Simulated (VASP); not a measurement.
**Fe: single point with PBEsol**

Fe:

```
Fe
1.0
     2.43416    0.00000    0.00000
    -1.21708    2.10804    0.00000
     0.00000    0.00000    3.84193
Fe
2
Direct
  0.66667 0.33333 0.75000
  0.33333 0.66667 0.25000
```

| Property | Result |
| --- | --- |
| Program | VASP 6.6.1 |
| Task | single point |
| Functional | PBEsol |
| Potentials or basis | VASP PAW PBE potentials, release 64 (Fe_sv) |
| Cutoff | 600 eV |
| k mesh | 10 × 10 × 6 |
| Occupations | fermi-dirac, width 0.05 eV |
| Spin | collinear spin, ferromagnetic start |
| Starting moments | [1.5, 1.5] μB |
| Fixed moment | 3 μB |
| Dipole correction | no |
| Second run | valence_matched |
| Further INCAR settings | ALGO = Normal; EDIFF = 1e-06; NBANDS = 27 |

```yaml
Pressure: 14.6 GPa
Net_moment: 3.00 μB per cell
Site_moments: Fe +1.46 μB
Valence_electrons_inside_the_program's_atomic_spheres: Fe 13.84
```

Stress tensor (GPa, compression positive):
```
10.59  0.00  0.00
 0.00 10.59  0.00
 0.00  0.00 22.51
```

Run time: 33 s on 1 thread of Intel(R) Xeon(R) 6975P-C (Granite Rapids), with other jobs on the host, peak memory 0.17 GiB.

Caveat: the PAW data sets were made with another functional, which shifts forces and pressure a little; the total moment is fixed, so each spin has its own Fermi level.
